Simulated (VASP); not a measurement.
Runs of VASP 6.6.1 on SiC. It takes space group R-3m (No. 166, trigonal). Conventional cell: a = 2.534 Å, b = 2.534 Å, c = 21.535 Å, α = 90.00°, β = 90.00°, γ = 120.00°. Within 2.0 Å of C (site symmetry 3m) lie 3 C at 1.53 Å. Within 2.7 Å of Si (site symmetry 3m) lie 1 C at 2.04 Å and 6 Si at 2.53 Å. 

```csv
level,potentials or basis,smearing,gap on the mesh (eV),pressure (GPa),largest force (eV/Å)
PBE,"VASP PAW PBE potentials, release 64 (C, Si)",methfessel-paxton 0.001 eV,none,3.5,0.28
PBE,"VASP PAW PBE potentials, release 64 (C, Si)",fermi-dirac 0.02 eV,none,3.4,0.28
PBE,"VASP PAW PBE potentials, release 64 (C, Si)",fermi-dirac 0.001 eV,none,3.5,0.28
LDA,"VASP PAW LDA potentials, release 64 (C, Si)",fermi-dirac 0.02 eV,none,(a),0.41
```

Alike in all rows: task single point; no spin polarisation; cell as given; k mesh 8 × 8 × 8; cutoff (eV) 520.

Q: Estimate the missing entries.

A: (a) -3.4.

A gap of «none» marks levels without a gap at the run's occupations.
